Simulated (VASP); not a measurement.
Set up this calculation in VASP 6.6.1, as the native input.

```
Task                   : single point
Functional             : PBE
Potentials or basis    : VASP PAW PBE potentials, release 64 (Ta_pv, Si)
Cutoff                 : 500 eV
k mesh                 : 6 × 6 × 6
Occupations            : gaussian, width 0.2 eV
Spin                   : no spin polarisation
Dipole correction      : no
Further INCAR settings : ALGO = Normal; EDIFF = 1e-06; NBANDS = 16
```

The structure of TaSi2 lies in POSCAR:

```
TaSi2
1.0
    0.0000000000      3.0241553144      3.0241553144
    3.0241553144      0.0000000000      3.0241553144
    3.0241553144      3.0241553144      0.0000000000
Ta Si
1 2
Direct
    0.0000000000      0.0000000000      0.0000000000
    0.2500000000      0.2500000000      0.2500000000
    0.7500000000      0.7500000000      0.7500000000
```

One way to write it, as run:

INCAR

```
PREC     = Accurate       # precision mode
ENCUT    = 500            # plane-wave cutoff, eV
EDIFF    = 1E-6           # SCF threshold, eV
ISMEAR   = 0              # smearing method
SIGMA    = 0.2            # smearing width, eV
LREAL    = F              # projectors in reciprocal space
LASPH    = T              # aspherical terms in the spheres
NELM     = 120            # most SCF steps
ALGO     = Normal         # electronic algorithm
ISIF     = 2              # what is computed and relaxed
LWAVE    = F              # write WAVECAR
LCHARG   = T              # write CHGCAR
GGA      = PE             # functional
LELF     = T              # ELF
LVHAR    = T            
NBANDS   = 16             # bands
GGA_COMPAT= F
```

KPOINTS

```
regular mesh
0
Gamma
  6 6 6
```

Potentials or basis: VASP PAW PBE potentials, release 64 (Ta_pv, Si).

Run with:

```sh
$ cat potpaw_PBE.64/Ta_pv/POTCAR potpaw_PBE.64/Si/POTCAR > POTCAR
$ mpirun -np 1 vasp_std > vasp.out
```

Results of the run:

The pressure is 0.7 GPa.

It took 20 s on 1 thread of Intel Xeon 8259CL (shared host), peak memory 0.18 GiB.
